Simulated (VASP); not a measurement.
# Na8Cl in VASP: single point with PBE+D3(BJ)

Aim: the single point of Na8Cl with PBE+D3(BJ).

Program: VASP 6.6.1. These are calculated values, not measurements. Logs are shortened: lines on timing, memory, paths and dates and some standing lists are left out, and cuts for length are marked.

**1. The cell of the first run**

The cell holds a slab with vacuum, 18 atoms: a = 8.156 Å, b = 8.156 Å, c = 24.117 Å, α = 90.00°, β = 90.00°, γ = 90.00°.

**2. Single point, PBE+D3(BJ)**

File INCAR:

```
SYSTEM = Na8Cl
PREC = Accurate
ENCUT = 520
EDIFF = 1E-7
ISMEAR = 0
SIGMA = 0.1
LREAL = Auto
LASPH = .True.
NELM = 80
ALGO = Normal
ISIF = 2
LWAVE = .False.
LCHARG = .False.
LDIPOL = .True.
IDIPOL = 3
DIPOL = 0.5 0.5 0.480
GGA = PE
IVDW = 12
NBANDS = 78
```

File KPOINTS:

```
regular mesh
0
Gamma
  3 3 1
  0 0 0
```

File POSCAR:

```
Na8Cl
1.0
    8.1558973540      0.0000000000      0.0000000000
    0.0000000000      8.1558973540      0.0000000000
    0.0000000000      0.0000000000     24.1169230155
Na Cl
16 2
Direct
    0.2500000000      0.7500000000      0.3317172756
    0.2500000000      0.2500000000      0.3317172756
    0.7500000000      0.7500000000      0.3317172756
    0.7500000000      0.2500000000      0.3317172756
    0.5000000000      0.5000000000      0.4162626522
    0.5000000000      0.0000000000      0.4162626522
    0.0000000000      0.5000000000      0.4162626522
    0.0000000000      0.0000000000      0.4162626522
    0.7495903835      0.2498613257      0.5001137313
    0.7497713255      0.7500254482      0.5056072504
    0.2502925520      0.2500110714      0.5001098881
    0.2502632301      0.7499537198      0.5056186201
    0.0007757435      0.0114288809      0.6003130219
   -0.0002109844      0.4893908747      0.6001307361
    0.4997806578      0.0098687734      0.5999701060
    0.4999224147      0.4893924208      0.6000543092
   -0.2512109805      0.2501078319      0.6172196325
    0.2501462301      0.2495732222      0.6172349056
```

Potentials or basis: VASP PAW PBE potentials, release 64 (Na_pv, Cl).

Launch:

```bash
> cat potpaw_PBE.64/Na_pv/POTCAR potpaw_PBE.64/Cl/POTCAR > POTCAR
> mpirun -np 1 vasp_std > vasp.out
```

OUTCAR:

```text
SYSTEM = Na8Cl
   PREC = Accurate
   ENCUT = 520
   EDIFF = 1E-7
   ISMEAR = 0
   LREAL = Auto
   LASPH = .True.
   NELM = 80
   ISIF = 2
   GGA = PE
   IVDW = 12
 IVDW          = 12

 ion  position               nearest neighbor table
   1  0.250  0.750  0.332-
   2  0.250  0.250  0.332-
   3  0.750  0.750  0.332-
   4  0.750  0.250  0.332-
   5  0.500  0.500  0.416-
   6  0.500  0.000  0.416-
[... 10 lines left out ...]
  17  0.749  0.250  0.617-
  18  0.250  0.250  0.617-

  LATTYP: Found a simple tetragonal cell.
 ALAT       =     8.1558973540
 C/A-ratio  =     2.9569919739

  Lattice vectors:

 A1 = (   8.1558973540,   0.0000000000,   0.0000000000)
 A2 = (   0.0000000000,   8.1558973540,   0.0000000000)
 A3 = (   0.0000000000,   0.0000000000,  24.1169230155)

Analysis of symmetry for initial positions (statically):
=====================================================================
 Subroutine PRICEL returns:
 Original cell was already a primitive cell.

 Routine SETGRP: Setting up the symmetry group for a
 simple tetragonal supercell.

 Subroutine GETGRP returns: Found  1 space group operations
 (whereof  1 operations were pure point group operations)
 out of a pool of 16 trial point group operations.

The static configuration has the point symmetry C_1 .

Analysis of symmetry for dynamics (positions and initial velocities):
=====================================================================
 Subroutine PRICEL returns:
 Original cell was already a primitive cell.

 Routine SETGRP: Setting up the symmetry group for a
 simple tetragonal supercell.

 Subroutine GETGRP returns: Found  1 space group operations
 (whereof  1 operations were pure point group operations)
 out of a pool of 16 trial point group operations.

The dynamic configuration has the point symmetry C_1 .

 Subroutine INISYM returns: Found  1 space group operations
 (whereof  1 operations are pure point group operations),
 and found     1 'primitive' translations

----------------------------------------------------------------------------------------

                                     Primitive cell

  volume of cell :    1604.2254

  direct lattice vectors                    reciprocal lattice vectors
     8.155897354  0.000000000  0.000000000     0.122610665  0.000000000  0.000000000
[... 108 lines left out ...]
   PSTRESS=    0.0 pullay stress
   NELECT =     126.0000    total number of electrons
   NUPDOWN=      -1.0000    fix difference up-down
   EMIN   =  10.00;   EMAX   =-10.00  energy-range for DOS
   EFERMI =   0.00;   METHOD = LEGACY
   ISMEAR =     0;   SIGMA  =   0.10  broadening in eV -4-tet -1-fermi 0-gaus
   EFERMI_NEDOS =   21; number of points for ismear=-14 and -15
   IALGO  =     38    algorithm
   IMIX   =      4    mixing-type and parameters
     AMIX     =   0.40;   BMIX     =  1.00
     AMIX_MAG =   1.60;   BMIX_MAG =  1.00
  volume/ion in A,a.u.               =      89.12       601.44
  Fermi-wavevector in a.u.,A,eV,Ry     =   0.701094  1.324876  6.687719  0.491533
  Thomas-Fermi vector in A             =   1.785427
   LORBIT       =      0    0 simple, 1 ext, 2 COOP (PROOUT), +10 PAW based schemes
   GGA     = PE    functional components
   LHFCALC =     F    Hartree Fock is set to
   AEXX    =    0.0000 exact exchange contribution
   IVDW    =    12    specifies the selected vdW correction
   LEPSILON=     F    determine dielectric tensor
   LRPA    =     F    only Hartree local field effects (RPA)
 non-spin polarized calculation
 Gauss-broadening in eV      SIGMA  =   0.10
  energy-cutoff  :      520.00
  volume of cell :     1604.23
 maximum number of plane-waves:     43202
 NGX is ok and might be reduce to    64
   NGX = 31   NGY = 31   NGZ = 89

 dipolmoment           0.000000      0.000000      0.016482 electrons x Angstroem

 number of electron     125.9999947 magnetization

 dipolmoment           0.000000      0.000000     -0.009276 electrons x Angstroem

 Free energy of the ion-electron system (eV)
  ---------------------------------------------------
  ext. energy  EPLUGINS =         0.00000000
  ---------------------------------------------------
  free energy    TOTEN  =       -29.69632208 eV

  energy without entropy =      -29.68861045  energy(sigma->0) =      -29.69246627

 E-fermi :  -1.3073     XC(G=0):  -3.1601

 val. band max:       -1.4278123021   @ k =   0.0000   0.3333   0.0000
 cond. band min:      -1.1690509945   @ k =   0.3333   0.3333   0.0000
 fundamental gap:      0.2587613076
 Fermi energy:        -1.3072857303

 k-point     1 :       0.0000    0.0000    0.0000
  band No.  band energies     occupation
      1     -26.8119      2.00000
      2     -26.8090      2.00000
      3     -26.8031      2.00000
      4     -26.8010      2.00000
      5     -26.7836      2.00000
      6     -26.7802      2.00000
[... 379 lines left out ...]
     74       0.9149      0.00000
     75       1.0298      0.00000
 [bands above 75 left out]

------------------------ aborting loop because EDIFF is reached ----------------------------------------

 vacuum level on the upper side and lower side of the slab       (xc-potential included)        -0.124        -0.100

 Edisp (eV)   -2.14284

 E8    (eV) :    -1.0570

  FORCE on cell =-STRESS in cart. coord.  units (eV):
  Direction    XX          YY          ZZ          XY          YZ          ZX
  --------------------------------------------------------------------------------------
  -------------------------------------------------------------------------------------
  Total      -4.14740    -3.40081     0.42905     0.00691     0.00246     0.00625
  in kB      -4.14211    -3.39647     0.42850     0.00690     0.00246     0.00625
  external pressure =       -2.37 kB  Pullay stress =        0.00 kB

 VOLUME and BASIS-vectors are now :
 -----------------------------------------------------------------------------
  energy-cutoff  :      520.00
  volume of cell :     1604.23
      direct lattice vectors                 reciprocal lattice vectors
     8.155897354  0.000000000  0.000000000     0.122610665  0.000000000  0.000000000
     0.000000000  8.155897354  0.000000000     0.000000000  0.122610665  0.000000000
     0.000000000  0.000000000 24.116923015     0.000000000  0.000000000  0.041464659

 POSITION                                       TOTAL-FORCE (eV/Angst)
 -----------------------------------------------------------------------------------
      2.03897      6.11692      8.00000         0.000104      0.000008     -0.032650
      2.03897      2.03897      8.00000         0.000071     -0.000025     -0.081728
      6.11692      6.11692      8.00000        -0.000322      0.000011     -0.032741
      6.11692      2.03897      8.00000        -0.000262     -0.000028     -0.081697
      4.07795      4.07795     10.03897        -0.000071      0.038093      0.051744
      4.07795      0.00000     10.03897        -0.000518     -0.038319      0.051454
[... 10 lines left out ...]
      6.10705      2.03985     14.88544         0.016888     -0.003113     -0.001441
      2.04017      2.03549     14.88581        -0.004255      0.006779      0.000225
 -----------------------------------------------------------------------------------
    total drift:                                0.001707      0.000109      0.003603

  FREE ENERGIE OF THE ION-ELECTRON SYSTEM (eV)
  ---------------------------------------------------
  free  energy   TOTEN  =       -31.8391661484 eV

  energy  without entropy=      -31.8314545184  energy(sigma->0) =      -31.83531033

 vacuum level on the upper side and lower side of the slab         1.298         1.317
```

Wall time 40 min (1 thread of Intel Xeon 8259CL, shared host); peak memory 1.5 GiB.

Results:

- Free energy: -31.8392 eV
- Largest force: 0.082 eV/Å
- Band gap on the k mesh: 0.26 eV
- Dispersion energy per atom: -0.119 eV

Forces on the atoms (eV/Å):
```
Na   0.000  0.000 -0.033
Na   0.000  0.000 -0.082
Na   0.000  0.000 -0.033
Na   0.000  0.000 -0.082
Na   0.000  0.038  0.052
Na  -0.001 -0.038  0.051
Na   0.000  0.037  0.054
Na   0.000 -0.038  0.054
Na   0.002  0.000  0.011
Na   0.003  0.001 -0.003
Na  -0.002  0.000  0.010
Na  -0.003  0.000 -0.004
Na  -0.010  0.010 -0.001
Na   0.000 -0.017  0.000
Na   0.002  0.017  0.004
Na  -0.003 -0.015  0.003
Cl   0.017 -0.003 -0.001
Cl  -0.004  0.007  0.000
```

Caveat: semilocal functionals underestimate gaps, and a narrow one can read as zero.
